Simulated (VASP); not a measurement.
Runs of VASP 6.6.1 on F. It takes space group C2/c (No. 15, monoclinic). The conventional cell has a = 5.500 Å, b = 3.280 Å, c = 7.280 Å, α = 90.00°, β = 102.17°, γ = 90.00°. F (site symmetry 1) has 1 F at 1.49 Å within 2.0 Å. 

```tsv
k mesh	smearing	gap on the mesh (eV)	pressure (GPa)	largest force (eV/Å)
2 × 2 × 1	gaussian 0.02 eV	1.92	-3.6	1.71
8 × 8 × 4, shifted	gaussian 0.02 eV	(a)	-4.0	1.66
10 × 10 × 4	fermi-dirac 0.99 eV	(b)	(c)	3.25
4 × 4 × 1	gaussian 0.02 eV	1.93	-4.1	1.64
6 × 6 × 4, shifted	gaussian 0.02 eV	1.99	-4.0	1.66
4 × 4 × 2	gaussian 0.02 eV	1.92	-4.0	1.66
6 × 6 × 2	gaussian 0.02 eV	1.92	-4.0	1.66
6 × 6 × 2, shifted	gaussian 0.02 eV	2.07	-4.0	1.66
```

Alike in all rows: task single point; level PBE; potentials or basis VASP PAW PBE potentials, release 64 (F); no spin polarisation; cell as given; cutoff (eV) 520.

**Question.** Fill in the values left out.

**Answer.** (a) 1.97; (b) 2.32; (c) 8.5.

Caveats: some runs use coarse meshes; forces of over 1 eV/Å act on the atoms, so gaps and moduli don't describe the material at rest; the cell stands under tension (at least some runs); a shifted mesh leaves out Γ, where band edges can lie (at least some runs); an odd mesh through Γ misses points on the zone boundary, where band edges can lie (at least some runs); the cell stands under pressure (at least some runs).
